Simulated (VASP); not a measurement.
LiF, 2 atoms in the cell. The structure is tetragonal, space group I4/mmm (No. 139). The conventional cell has a = 2.821 Å, b = 2.821 Å, c = 4.010 Å, α = 90.00°, β = 90.00°, γ = 90.00°. Li (site symmetry 4/mmm) has 6 F at 1.99 to 2.00 Å within 2.6 Å. Within 2.6 Å of F (site symmetry 4/mmm) lie 6 Li at 1.99 to 2.00 Å.  This cell differs from its parent crystal: uniaxial x strain +0.5%.

| Quantity | Value |
| --- | --- |
| Program | VASP 6.6.1 |
| Task | single point |
| Functional | PBE |
| Potentials or basis | VASP PAW PBE potentials, release 64 (Li_sv, F) |
| Cutoff | 520 eV |
| k mesh | 10 × 10 × 10 |
| Occupations | fermi-dirac, width 0.02 eV |
| Spin | no spin polarisation |
| Dipole correction | no |
| Further INCAR settings | ALGO = Normal; EDIFF = 1e-07; NBANDS = 12 |

Potentials or basis: VASP PAW PBE potentials, release 64 (Li_sv, F).

Run with:

```bash
$ cat potpaw_PBE.64/Li_sv/POTCAR potpaw_PBE.64/F/POTCAR > POTCAR
$ mpirun -np 1 vasp_std > vasp.out
```

Hardware: 1 thread of Intel Xeon 6975P-C, on a shared host.

Problem. Estimate the wall time of this run.

Solution. Wall time 12 s on 1 thread of Intel Xeon 6975P-C, on a shared host, peak memory 0.14 GiB. Counts: scf iterations 13, k points 102.
